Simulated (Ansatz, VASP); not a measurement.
HgTe in VASP and in Ansatz

```
Hg Te
1.0
     0.00000    3.29135    3.29135
     3.29135    0.00000    3.29135
     3.29135    3.29135    0.00000
Hg Te
1 1
Direct
  0.00000 0.00000 0.00000
  0.75000 0.75000 0.75000
```

Alike in both runs: task single point; functional PBE; k mesh 12 × 12 × 12; occupations gaussian, width 0.1 eV; no spin polarisation.

|  | VASP | Ansatz |
| --- | --- | --- |
| version | VASP 6.6.1 | Ansatz 0.2.0 |
| potentials or method | VASP PAW PBE potentials, release 64 (Hg, Te), cutoff 520 eV | scalar-relativistic, plane waves, PAW |
| valence electrons in the cell | 18 | 36 |

Ansatz gave:

```
gap on the k mesh at the Fermi level (eV) : none
pressure (GPa)                            : 1.1
```

Question: Estimate VASP's values.

Answer: gap on the k mesh at the Fermi level (eV): none; pressure (GPa): 1.2.

A gap of «none» marks a metal or a gap that the smearing closes. The functional is the same, so the differences come from potentials, cutoffs and numerics. VASP's potentials hold 18 valence electrons a cell and Ansatz's 36, so a difference there can come from the potentials and not from the codes.

Neither program's run includes spin-orbit coupling.
